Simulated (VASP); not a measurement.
# TiN: single point with r2SCAN

The system is TiN.

```
CELL_PARAMETERS angstrom
0.00000 2.15775 2.15775
2.15775 0.00000 2.15775
2.15775 2.15775 0.00000
ATOMIC_POSITIONS crystal
Ti 0.00000 0.00000 0.00000
N 0.50000 0.50000 0.50000
```

```yaml
Program: VASP 6.6.1
Task: single point
Functional: r2SCAN
Potentials_or_basis: VASP PAW PBE potentials, release 64 (Ti_sv, N)
Cutoff: 520 eV
k_mesh: 18 × 18 × 18
Occupations: gaussian, width 0.1 eV
Spin: no spin polarisation
```

The pressure is -14.0 GPa and the band gap on the k mesh is zero (an odd number of electrons rules out a gap without spin polarisation).

Levels at points of the mesh, in eV from the Fermi level:
```csv
k point,band 7,band 8,band 9,band 10,band 11,band 12
"(0.00, 0.00, 0.00)",-2.30,-2.30,-0.58,-0.58,-0.58,0.54
"(0.50, 0.00, 0.00)",-5.62,-5.62,1.58,1.58,2.23,5.52
"(0.50, 0.50, 0.00)",-3.52,-3.52,-2.87,1.53,2.23,2.23
```

Run time: 4.6 min on 1 thread of Intel Xeon 8259CL (shared host), peak memory 0.19 GiB.

Caveat: the cell stands under tension; the PAW data sets were made with another functional, which shifts forces and pressure a little.
